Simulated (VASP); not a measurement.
Input of a VASP 6.6.1 run:

INCAR

```
PREC = Accurate
ENCUT = 520
EDIFF = 1E-6
ISMEAR = 0
SIGMA = 0.05
LREAL = False
LASPH = True
NELM = 60
ALGO = Normal
ISIF = 2
LWAVE = False
LCHARG = False
NBANDS = 21
```

Contents of KPOINTS:

```
Automatic mesh
0
Gamma
  12 12 3
```

File POSCAR:

```
C
1.0
    0.0000000000      2.4448680940      0.0000000000
   -2.1172982845      1.2224340470      0.0115975242
    0.0579460645      0.0000000000      9.6887152301
C
6
Direct
    0.4999938042      0.0000123915      0.1718958742
    0.8333033693      0.3333932613      0.8592047461
    0.1666485868      0.6667028264      0.5155503102
    0.4999824264      1.0000351473      0.5154473631
    0.8333276438      0.3333447124      0.1717929272
    0.1666372089      0.6667255822      0.8591017991
```

Potentials or basis: VASP PAW LDA potentials, release 64 (C).

The run is started by

```console
$ cat potpaw_LDA.64/C/POTCAR > POTCAR
$ mpirun -np 1 vasp_std > vasp.out
```

Problem. What does it give for the largest force?

Solution. 0.114 eV/Å.

Problem. Predict the pressure.

Solution. 1.3 GPa.

Forces in eV/Å, atoms in the order of the input:
```
C    0.001  0.000  0.114
C    0.000  0.000 -0.053
C    0.000  0.000  0.014
C    0.000  0.000 -0.014
C    0.000  0.000  0.053
C   -0.001  0.000 -0.114
```

Caveat: the cell differs from its parent crystal (the distance across one plane changed).
